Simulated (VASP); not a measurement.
Set up this calculation in VASP 6.6.1, as the native input.

```yaml
Task: single point
Functional: RPBE
Potentials_or_basis: VASP PAW PBE potentials, release 64 (Cu, O)
Cutoff: 600 eV
k_mesh: 2 × 2 × 2
Occupations: gaussian, width 0.1 eV
Spin: collinear spin, ferromagnetic start
Starting_moments: "[0.46, 0.25] μB"
Dipole_correction: no
Further_INCAR_settings: ALGO = Normal; EDIFF = 1e-06; NBANDS = 20
```

The structure of CuO lies in POSCAR:

```
CuO
1.0
    0.0000000000      2.1165600000      2.1165600000
    2.1165600000      0.0000000000      2.1165600000
    2.1165600000      2.1165600000      0.0000000000
Cu O
1 1
Direct
    0.0000000000      0.0000000000      0.0000000000
    0.5000000000      0.5000000000      0.5000000000
```

The input as run:

INCAR

```
SYSTEM = CuO
ALGO = Normal
EDIFF = 1E-6
ENCUT = 600
GGA = RP
GGA_COMPAT = .False.
ISIF = 2
ISMEAR = 0
ISPIN = 2
LASPH = .True.
LCHARG = .False.
LMAXMIX = 4
LORBIT = 11
LREAL = .False.
LWAVE = .False.
MAGMOM = 0.46 0.25
NBANDS = 20
NELM = 200
PREC = Accurate
SIGMA = 0.1
```

KPOINTS

```
k-points
0
Gamma
  2 2 2
  0 0 0
```

Potentials or basis: VASP PAW PBE potentials, release 64 (Cu, O).

Launch:

```bash
$ cat potpaw_PBE.64/Cu/POTCAR potpaw_PBE.64/O/POTCAR > POTCAR
$ mpirun -np 1 vasp_std > vasp.out
```

Results of the run:

| Item | Value |
| --- | --- |
| Pressure | 10.5 GPa |
| Band gap on the k mesh | zero (filled and empty bands overlap) |
| Net moment | 1.00 μB per cell |
| Site moments | Cu +0.53; O +0.45 μB |
| Valence electrons inside the program's atomic spheres | Cu 9.77; O 4.99 |

Caveat: the k points lie up to 1.29 Å⁻¹ apart, too coarse for converged energies and pressures of a metal; the PAW data sets were made with another functional, which shifts forces and pressure a little; a cell with one magnetic atom can't hold antiferromagnetic order, which such compounds often take; semilocal functionals often make such compounds metallic where correlation or magnetic order opens a gap, which also shifts bond lengths.

It took 22 s on 1 thread of Intel Xeon 8259CL (shared host), peak memory 0.11 GiB.
